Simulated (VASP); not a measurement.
# SrMg3O4 (P4mm) in VASP: a series of runs

SrMg3O4 is run at these levels: PBEsol; tasks: single point, relaxation of cell and atoms.

All numbers are computed with VASP 6.6.1; they aren't measurements. Logs are shortened: lines on timing, memory, paths and dates and some standing lists are left out, and cuts for length are marked.

### 1 The cell of the first run

It takes space group P4mm (No. 99, tetragonal). Conventional cell: a = 3.163 Å, b = 3.163 Å, c = 9.439 Å, α = 90.00°, β = 90.00°, γ = 90.00°. Sr (site symmetry 4mm) has 6 O at 2.29 to 2.64 Å within 3.0 Å. Within 2.6 Å of Mg (site symmetry 4mm) lie 5 O at 1.95 to 2.24 Å. Within 2.6 Å of Mg (site symmetry 4mm) lie 6 O at 1.96 to 2.24 Å. Within 2.7 Å of Mg (site symmetry 4mm) lie 6 O at 2.02 to 2.24 Å. O (site symmetry 4mm) has 5 Mg at 1.96 to 2.24 Å and 1 Sr at 2.64 Å within 2.7 Å. O (site symmetry 4mm) has 1 Mg at 2.02 Å and 4 Sr at 2.29 Å within 2.7 Å. Within 2.9 Å of O (site symmetry 4mm) lie 5 Mg at 2.22 to 2.24 Å and 1 Sr at 2.62 Å. O (site symmetry 4mm) has 6 Mg at 1.95 to 2.24 Å within 2.6 Å.

### 2 Single point, PBEsol (atoms displaced along a vibrational mode, then relaxed in part)

Input file INCAR:

```
PREC = Accurate
ENCUT = 520
EDIFF = 1E-6
ISMEAR = 0
SIGMA = 0.05
LREAL = F
LASPH = T
NELM = 100
ALGO = Normal
ISIF = 2
LWAVE = F
LCHARG = T
GGA = PS
LELF = T
LVHAR = T
NBANDS = 30
```

Input file KPOINTS:

```
Automatic mesh
0
Gamma
  8 8 4
```

Input file POSCAR:

```
SrMg3O4
1.0
    3.1634023984      0.0000000000      0.0000000000
    0.0000000000      3.1634023984      0.0000000000
    0.0000000000      0.0000000000      9.4392231717
Sr Mg O
1 3 4
Direct
    0.0000000000      0.0000000000     -0.0007617430
    0.5000000000      0.5000000000      0.7029674139
    0.0000000000      0.0000000000      0.4868540023
    0.5000000000      0.5000000000      0.2670672044
    0.0000000000      0.0000000000      0.2787312654
    0.5000000000      0.5000000000      0.0528488373
    0.0000000000      0.0000000000      0.7215888233
    0.5000000000      0.5000000000      0.4965457842
```

Potentials or basis: VASP PAW PBE potentials, release 64 (Sr_sv, Mg, O).

Command:

```sh
$ cat potpaw_PBE.64/Sr_sv/POTCAR potpaw_PBE.64/Mg/POTCAR potpaw_PBE.64/O/POTCAR > POTCAR
$ mpirun -np 1 vasp_std > vasp.out
```

OUTCAR:

```text
PREC = Accurate
   ENCUT = 520
   EDIFF = 1E-6
   ISMEAR = 0
   LREAL = F
   LASPH = T
   NELM = 100
   ISIF = 2
   GGA = PS

 ion  position               nearest neighbor table
   1  0.000  0.000  0.999-   6 2.29   6 2.29   6 2.29   6 2.29   7 2.62   5 2.64   4 3.38   4 3.38
                             4 3.38   4 3.38   2 3.58   2 3.58   2 3.58   2 3.58
   2  0.500  0.500  0.703-   8 1.95   7 2.24   7 2.24   7 2.24   7 2.24   3 3.03   3 3.03   3 3.03
                             3 3.03   1 3.58   1 3.58   1 3.58   1 3.58
   3  0.000  0.000  0.487-   5 1.96   7 2.22   8 2.24   8 2.24   8 2.24   8 2.24   2 3.03   2 3.03
                             2 3.03   2 3.03   4 3.05   4 3.05   4 3.05   4 3.05
   4  0.500  0.500  0.267-   6 2.02   8 2.17   5 2.24   5 2.24   5 2.24   5 2.24   3 3.05   3 3.05
                             3 3.05   3 3.05   1 3.38   1 3.38   1 3.38   1 3.38
   5  0.000  0.000  0.279-   3 1.96   4 2.24   4 2.24   4 2.24   4 2.24   1 2.64
   6  0.500  0.500  0.053-   4 2.02   1 2.29   1 2.29   1 2.29   1 2.29
   7  0.000  0.000  0.722-   3 2.22   2 2.24   2 2.24   2 2.24   2 2.24   1 2.62
   8  0.500  0.500  0.497-   2 1.95   4 2.17   3 2.24   3 2.24   3 2.24   3 2.24

  LATTYP: Found a simple tetragonal cell.
 ALAT       =     3.1634023984
 C/A-ratio  =     2.9838831685

  Lattice vectors:

 A1 = (   3.1634023984,   0.0000000000,   0.0000000000)
 A2 = (   0.0000000000,   3.1634023984,   0.0000000000)
 A3 = (   0.0000000000,   0.0000000000,   9.4392231717)

Analysis of symmetry for initial positions (statically):
=====================================================================
 Subroutine PRICEL returns:
 Original cell was already a primitive cell.

 Routine SETGRP: Setting up the symmetry group for a
 simple tetragonal supercell.

 Subroutine GETGRP returns: Found  8 space group operations
 (whereof  8 operations were pure point group operations)
 out of a pool of 16 trial point group operations.

The static configuration has the point symmetry C_4v.

Analysis of symmetry for dynamics (positions and initial velocities):
=====================================================================
 Subroutine PRICEL returns:
 Original cell was already a primitive cell.

 Routine SETGRP: Setting up the symmetry group for a
 simple tetragonal supercell.

 Subroutine GETGRP returns: Found  8 space group operations
 (whereof  8 operations were pure point group operations)
 out of a pool of 16 trial point group operations.

The dynamic configuration has the point symmetry C_4v.

 Subroutine INISYM returns: Found  8 space group operations
 (whereof  8 operations are pure point group operations),
 and found     1 'primitive' translations

----------------------------------------------------------------------------------------
[... 118 lines left out ...]
   EMIN   =  10.00;   EMAX   =-10.00  energy-range for DOS
   EFERMI =   0.00;   METHOD = LEGACY
   ISMEAR =     0;   SIGMA  =   0.05  broadening in eV -4-tet -1-fermi 0-gaus
   EFERMI_NEDOS =   21; number of points for ismear=-14 and -15
   IALGO  =     38    algorithm
   IMIX   =      4    mixing-type and parameters
     AMIX     =   0.40;   BMIX     =  1.00
     AMIX_MAG =   1.60;   BMIX_MAG =  1.00
  volume/ion in A,a.u.               =      11.81        79.68
  Fermi-wavevector in a.u.,A,eV,Ry     =   1.229362  2.323157 20.562906  1.511331
  Thomas-Fermi vector in A             =   2.364252
   LORBIT       =      0    0 simple, 1 ext, 2 COOP (PROOUT), +10 PAW based schemes
   GGA     = PS    functional components
   LHFCALC =     F    Hartree Fock is set to
   AEXX    =    0.0000 exact exchange contribution
   IVDW    =     0    specifies the selected vdW correction
   LEPSILON=     F    determine dielectric tensor
   LRPA    =     F    only Hartree local field effects (RPA)
 non-spin polarized calculation
 Gauss-broadening in eV      SIGMA  =   0.05
  energy-cutoff  :      520.00
  volume of cell :       94.46
 maximum number of plane-waves:      2592
 NGX is ok and might be reduce to    24
   NGX = 11   NGY = 11   NGZ = 35

 number of electron      39.9999992 magnetization

 Free energy of the ion-electron system (eV)
  ---------------------------------------------------
  ext. energy  EPLUGINS =         0.00000000
  ---------------------------------------------------
  free energy    TOTEN  =       -48.25968623 eV

  energy without entropy =      -48.25968623  energy(sigma->0) =      -48.25968623

 E-fermi :   3.1178     XC(G=0): -10.6793

 val. band max:        2.8379569061   @ k =   0.0000   0.0000   0.5000
 cond. band min:       4.6376359838   @ k =   0.0000   0.0000   0.0000
 fundamental gap:      1.7996790777
 Fermi energy:         3.1178437086

 k-point     1 :       0.0000    0.0000    0.0000
  band No.  band energies     occupation
      1     -29.1270      2.00000
      2     -14.7669      2.00000
      3     -14.1566      2.00000
      4     -13.4412      2.00000
      5     -12.7715      2.00000
      6     -10.8003      2.00000
[... 781 lines left out ...]
     29      13.1001      0.00000
     30      13.7214      0.00000

 [... further k-points ...]

------------------------ aborting loop because EDIFF is reached ----------------------------------------

  FORCE on cell =-STRESS in cart. coord.  units (eV):
  Direction    XX          YY          ZZ          XY          YZ          ZX
  --------------------------------------------------------------------------------------
  -------------------------------------------------------------------------------------
  Total        0.1523036      0.1523036      0.0034840      0.0000000      0.0000000      0.0000000
  in kB        2.5833053      2.5833053      0.0590941      0.0000000      0.0000000      0.0000000
  external PRESSURE =       1.7419016 kB  Pullay stress =       0.0000000 kB

 VOLUME and BASIS-vectors are now :
 -----------------------------------------------------------------------------
  energy-cutoff  :      520.00
  volume of cell :       94.46
      direct lattice vectors                 reciprocal lattice vectors
     3.163402398  0.000000000  0.000000000     0.316115332  0.000000000  0.000000000
     0.000000000  3.163402398  0.000000000     0.000000000  0.316115332  0.000000000
     0.000000000  0.000000000  9.439223172     0.000000000  0.000000000  0.105940921

 POSITION                                       TOTAL-FORCE (eV/Angst)
 -----------------------------------------------------------------------------------
      0.00000      0.00000      9.43203         0.000000      0.000000     -0.076439
      1.58170      1.58170      6.63547         0.000000      0.000000     -0.007953
      0.00000      0.00000      4.59552         0.000000      0.000000      0.002397
      1.58170      1.58170      2.52091         0.000000      0.000000      0.009194
      0.00000      0.00000      2.63101         0.000000      0.000000      0.017059
      1.58170      1.58170      0.49885        -0.000000     -0.000000      0.083043
      0.00000      0.00000      6.81124         0.000000      0.000000     -0.023711
      1.58170      1.58170      4.68701         0.000000      0.000000     -0.003590
 -----------------------------------------------------------------------------------
    total drift:                                0.000000     -0.000000      0.000793

  FREE ENERGIE OF THE ION-ELECTRON SYSTEM (eV)
  ---------------------------------------------------
  free  energy   TOTEN  =       -48.2596862294 eV

  energy  without entropy=      -48.2596862294  energy(sigma->0) =      -48.25968623
```

OSZICAR:

```text
N       E                     dE             d eps       ncg     rms          rms(c)
DAV:   1     0.213289484662E+03    0.21329E+03   -0.20591E+04  2700   0.126E+03
DAV:   2    -0.411852649035E+02   -0.25447E+03   -0.24606E+03  3392   0.270E+02
DAV:   3    -0.552495004176E+02   -0.14064E+02   -0.13993E+02  3538   0.647E+01
DAV:   4    -0.556609724625E+02   -0.41147E+00   -0.41086E+00  4168   0.834E+00
DAV:   5    -0.556643364278E+02   -0.33640E-02   -0.33639E-02  3358   0.792E-01    0.324E+01
DAV:   6    -0.487834573814E+02    0.68809E+01   -0.27027E+01  3172   0.285E+01    0.316E+01
DAV:   7    -0.485619336153E+02    0.22152E+00   -0.12658E+00  3740   0.665E+00    0.190E+01
DAV:   8    -0.482986498560E+02    0.26328E+00   -0.48427E-01  3458   0.563E+00    0.224E+00
DAV:   9    -0.482693643224E+02    0.29286E-01   -0.10253E-01  3598   0.250E+00    0.951E-01
DAV:  10    -0.482639831718E+02    0.53812E-02   -0.16413E-02  3480   0.806E-01    0.604E-01
DAV:  11    -0.482600379400E+02    0.39452E-02   -0.97922E-03  3544   0.757E-01    0.214E-01
DAV:  12    -0.482597279613E+02    0.30998E-03   -0.25172E-03  3636   0.328E-01    0.821E-02
DAV:  13    -0.482597024135E+02    0.25548E-04   -0.41113E-04  3538   0.143E-01    0.492E-02
DAV:  14    -0.482596892926E+02    0.13121E-04   -0.52774E-05  3656   0.428E-02    0.170E-02
DAV:  15    -0.482596864366E+02    0.28560E-05   -0.87724E-06  3664   0.201E-02    0.577E-03
DAV:  16    -0.482596862294E+02    0.20720E-06   -0.15536E-06  2626   0.870E-03
   1 F= -.48259686E+02 E0= -.48259686E+02  d E =-.123465E-16
```

stdout:

```text
POSCAR found type information on POSCAR SrMgO
 POSCAR found :  3 types and       8 ions
 scaLAPACK will be used
 -----------------------------------------------------------------------------
|                                                                             |
|                                                                             |
|     You enforced a specific xc type in the INCAR file but a different       |
|     I HOPE YOU KNOW WHAT YOU ARE DOING!                                     |
|                                                                             |
 -----------------------------------------------------------------------------

 LDA part: xc-table for (Slater+PW92), standard interpolation
 POSCAR, INCAR and KPOINTS ok, starting setup
 FFT: planning ... GRIDC
 FFT: planning ... GRID_SOFT
 FFT: planning ... GRID
 WAVECAR not read
 entering main loop
```

Run time: 2 min. Hardware: 1 thread of Intel Xeon Platinum 8488C (Sapphire Rapids), shared host; peak memory 0.27 GiB.

What came out:

- Free energy: -48.2597 eV
- Pressure: 0.2 GPa
- Largest force: 0.083 eV/Å
- Band gap on the k mesh: 1.80 eV (least direct gap 1.81 eV)

Forces in eV/Å, atoms in the order of the input:
```
Sr   0.000  0.000 -0.076
Mg   0.000  0.000 -0.008
Mg   0.000  0.000  0.002
Mg   0.000  0.000  0.009
O    0.000  0.000  0.017
O    0.000  0.000  0.083
O    0.000  0.000 -0.024
O    0.000  0.000 -0.004
```

Caveat: the cell differs from its parent crystal (atoms displaced along a vibrational mode, then relaxed in part); the PAW data sets were made with another functional, which shifts forces and pressure a little. A k mesh can miss the band edges.

[end of part 1 of 2]
